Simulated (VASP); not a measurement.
# Mo (I4/mmm) in VASP: further runs, part 2 of 2

VASP 6.6.1.

**3. Single point, PBE (strain -0.025 along x and y, +0.000 along z)**

INCAR

```
SYSTEM = Mo
PREC = Accurate ; ENCUT = 520
EDIFF = 1E-6 ; ISMEAR = 0
SIGMA = 0.15 ; LREAL = .FALSE.
LASPH = .TRUE. ; NELM = 100
ALGO = Fast ; ISIF = 2
LWAVE = .FALSE. ; LCHARG = .FALSE.
GGA = PE ; NBANDS = 13
```

KPOINTS

```
regular mesh
0
G
  26 26 26
  0 0 0
```

POSCAR

```
Mo
1.0
   -1.5407139493      1.5407139493      1.5802194352
    1.5407139493     -1.5407139493      1.5802194352
    1.5407139493      1.5407139493     -1.5802194352
Mo
1
Direct
    0.0000000000      0.0000000000      0.0000000000
```

Potentials or basis: VASP PAW PBE potentials, release 64 (Mo_sv).

The run is started by

```
$ cat potpaw_PBE.64/Mo_sv/POTCAR > POTCAR
$ mpirun -np 1 vasp_std > vasp.out
```

OUTCAR:

```text
SYSTEM = Mo
   PREC = Accurate
   ENCUT = 520
   EDIFF = 1E-6
   ISMEAR = 0
   LREAL = .FALSE.
   LASPH = .TRUE.
   NELM = 100
   ISIF = 2
   GGA = PE

 ion  position               nearest neighbor table
   1  0.000  0.000  0.000-

  LATTYP: Found a body centered tetragonal cell.
 ALAT       =     3.0814278986
 C/A-ratio  =     1.0256410257

  Lattice vectors:

 A1 = (  -1.5407139493,   1.5407139493,   1.5802194352)
 A2 = (   1.5407139493,  -1.5407139493,   1.5802194352)
 A3 = (   1.5407139493,   1.5407139493,  -1.5802194352)

Analysis of symmetry for initial positions (statically):
=====================================================================
 Subroutine PRICEL returns:
 Original cell was already a primitive cell.

 Routine SETGRP: Setting up the symmetry group for a
 body centered tetragonal supercell.

 Subroutine GETGRP returns: Found 16 space group operations
 (whereof 16 operations were pure point group operations)
 out of a pool of 16 trial point group operations.

The static configuration has the point symmetry D_4h.

[... 162 lines left out ...]
 cond. band min:      13.2652165067   @ k =  -0.0769  -0.4615   0.0769
 fundamental gap:      0.0042268436
 Fermi energy:        13.2648991648

 k-point     1 :       0.0000    0.0000    0.0000
  band No.  band energies     occupation
      1     -48.0239      2.00000
      2     -21.1940      2.00000
      3     -21.1865      2.00000
      4     -21.1865      2.00000
      5       5.8989      2.00000
      6      11.7259      2.00000
      7      11.7259      2.00000
      8      12.0265      2.00000
      9      14.7968      0.00000
     10      15.1889      0.00000
     11      27.8321      0.00000
     12      28.3292      0.00000
     13      28.3292      0.00000
[... 354 lines left out ...]
  band No.  band energies     occupation
      1     -47.7409      2.00000
      2     -22.6465      2.00000
      3     -21.6427      2.00000
      4     -21.2053      2.00000
      5       7.9107      2.00000
      6       9.9415      2.00000
      7      13.6584      0.00021
      8      14.8901      0.00000
      9      15.6440      0.00000
     10      17.5140      0.00000
     11      25.8895      0.00000
     12      26.6282      0.00000
     13      32.5674      0.00000

 [... further k-points ...]
[... 5 lines left out ...]
  --------------------------------------------------------------------------------------
  -------------------------------------------------------------------------------------
  Total        1.7136821      1.7136821      0.9170540      0.0000000      0.0000000      0.0000000
  in kB      182.9866544    182.9866544     97.9228565      0.0000000      0.0000000      0.0000000
  external PRESSURE =     154.6320551 kB  Pullay stress =       0.0000000 kB

 VOLUME and BASIS-vectors are now :
 -----------------------------------------------------------------------------
  energy-cutoff  :      520.00
  volume of cell :       15.00
      direct lattice vectors                 reciprocal lattice vectors
    -1.540713949  1.540713949  1.580219435     0.000000000  0.324524874  0.316411752
     1.540713949 -1.540713949  1.580219435     0.324524874  0.000000000  0.316411752
     1.540713949  1.540713949 -1.580219435     0.324524874  0.324524874  0.000000000

 POSITION                                       TOTAL-FORCE (eV/Angst)
 -----------------------------------------------------------------------------------
      0.00000      0.00000      0.00000        -0.000000     -0.000000     -0.000000
 -----------------------------------------------------------------------------------
    total drift:                                0.000000      0.000000      0.000000

  FREE ENERGIE OF THE ION-ELECTRON SYSTEM (eV)
  ---------------------------------------------------
  free  energy   TOTEN  =       -10.8947730759 eV

  energy  without entropy=      -10.8883056768  energy(sigma->0) =      -10.89153938
```

OSZICAR:

```text
N       E                     dE             d eps       ncg     rms          rms(c)
DAV:   1     0.926048087275E+02    0.92605E+02   -0.80855E+03 34950   0.111E+03
DAV:   2    -0.103580818156E+02   -0.10296E+03   -0.99073E+02 39770   0.312E+02
DAV:   3    -0.115103097720E+02   -0.11522E+01   -0.11494E+01 38645   0.329E+01
DAV:   4    -0.115128548367E+02   -0.25451E-02   -0.25450E-02 38945   0.188E+00
DAV:   5    -0.115128708380E+02   -0.16001E-04   -0.16001E-04 39370   0.132E-01    0.161E+01
RMM:   6    -0.109761246102E+02    0.53675E+00   -0.61754E-01 34697   0.746E+00    0.510E+00
RMM:   7    -0.108976348762E+02    0.78490E-01   -0.19600E-01 35544   0.415E+00    0.973E-01
RMM:   8    -0.108949178324E+02    0.27170E-02   -0.97474E-03 38722   0.109E+00    0.133E-01
RMM:   9    -0.108947845963E+02    0.13324E-03   -0.10054E-03 39121   0.336E-01    0.517E-02
RMM:  10    -0.108947750127E+02    0.95835E-05   -0.15072E-04 40136   0.137E-01    0.914E-03
RMM:  11    -0.108947729063E+02    0.21064E-05   -0.16896E-05 39754   0.466E-02    0.159E-03
RMM:  12    -0.108947730759E+02   -0.16961E-06   -0.38922E-06 29763   0.174E-02
   1 F= -.10894773E+02 E0= -.10891539E+02  d E =-.646740E-02
```

stdout:

```text
POSCAR found type information on POSCAR Mo
 POSCAR found :  1 types and       1 ions
 scaLAPACK will be used
 LDA part: xc-table for (Slater+PW92), standard interpolation
 POSCAR, INCAR and KPOINTS ok, starting setup
 FFT: planning ... GRIDC
 FFT: planning ... GRID_SOFT
 FFT: planning ... GRID
 WAVECAR not read
 entering main loop
```

Wall time 3.4 min (1 thread of Intel Xeon Platinum 8259CL at 2.50GHz (Skylake/Cascade Lake), shared host); peak memory 0.33 GiB.

What came out:

* Free energy: -10.8948 eV
* Pressure: 15.5 GPa
* Band gap on the k mesh: zero (bands 7 and 8 overlap by 5.45 eV)

Caveat: the cell differs from its parent crystal (strain -0.025 along x and y, +0.000 along z); the stress differs along the axes, from 10 to 18 GPa.

**4. Single point, PBE (strain +0.000 along x and y, -0.025 along z)**

INCAR

```
SYSTEM = Mo
PREC = Accurate
ENCUT = 520
EDIFF = 1E-7
ISMEAR = 0
SIGMA = 0.15
LREAL = .FALSE.
LASPH = .TRUE.
NELM = 80
ALGO = Fast
ISIF = 2
LWAVE = .FALSE.
LCHARG = .FALSE.
GGA = PE
NBANDS = 13
```

KPOINTS is that of step 3.

POSCAR

```
Mo
1.0
   -1.5802194352      1.5802194352      1.5407139493
    1.5802194352     -1.5802194352      1.5407139493
    1.5802194352      1.5802194352     -1.5407139493
Mo
1
Direct
    0.0000000000      0.0000000000      0.0000000000
```

The run is started by

```
$ cat potpaw_PBE.64/Mo_sv/POTCAR > POTCAR
$ mpirun -np 1 vasp_std > vasp.out
```

Run time: 4.6 min. Hardware: 1 thread of Intel Xeon Platinum 8259CL at 2.50GHz (Skylake/Cascade Lake), shared host; peak memory 0.34 GiB.

The run converged. Its results:

- Free energy: -10.9223 eV
- Pressure: 7.7 GPa
- Band gap on the k mesh: zero (bands 7 and 8 overlap by 5.39 eV)

Stress tensor (GPa, compression positive):
```
 4.90  0.00  0.00
 0.00  4.90  0.00
 0.00  0.00 13.30
```

Levels at points of the mesh, in eV from the Fermi level:
| k point | band 4 | band 5 | band 6 | band 7 | band 8 | band 9 | band 10 | band 11 |
| --- | --- | --- | --- | --- | --- | --- | --- | --- |
| (0.00, 0.00, 0.00) | -34.50 | -7.28 | -1.59 | -1.28 | -1.28 | 1.49 | 1.88 | 14.70 |
| (0.50, 0.00, 0.00) | -34.53 | -5.43 | -3.58 | 1.76 | 1.80 | 2.50 | 4.87 | 11.97 |
| (0.50, 0.50, 0.00) | -34.51 | -5.39 | -3.26 | 1.47 | 1.55 | 2.25 | 4.82 | 11.73 |
| (0.50, 0.50, 0.50) | -35.46 | -5.59 | -5.52 | 4.05 | 4.05 | 4.14 | 8.97 | 8.97 |

Caveat: the cell differs from its parent crystal (strain +0.000 along x and y, -0.025 along z); the stress differs along the axes, from 5 to 13 GPa.

**5. Summary**

| cell | further INCAR settings | gap on the mesh (eV) | pressure (GPa) |
| --- | --- | --- | --- |
| a = 2.692 Å, angles 108.1, 108.1, 112.2°, 1 atom | ALGO = Fast; EDIFF = 1e-06; NBANDS = 13 | none | 16.0 |
| a = 2.692 Å, angles 110.2, 110.2, 108.1°, 1 atom | ALGO = Fast; EDIFF = 1e-06; NBANDS = 13 | none | 15.5 |
| a = 2.714 Å, angles 108.8, 108.8, 110.8°, 1 atom | ALGO = Fast; EDIFF = 1e-07; NBANDS = 13 | none | 7.7 |

Alike in all rows: task single point; level PBE; potentials or basis VASP PAW PBE potentials, release 64 (Mo_sv); no spin polarisation; k mesh 26 × 26 × 26; cutoff (eV) 520; smearing gaussian 0.15 eV.

Caveats: the stress differs along the axes, from 10 to 28 GPa (at least some runs); the stress differs along the axes, from 10 to 18 GPa (at least some runs); the stress differs along the axes, from 5 to 13 GPa (at least some runs).

Total energies depend on the potentials used, so only differences within one code and one set of settings carry meaning.
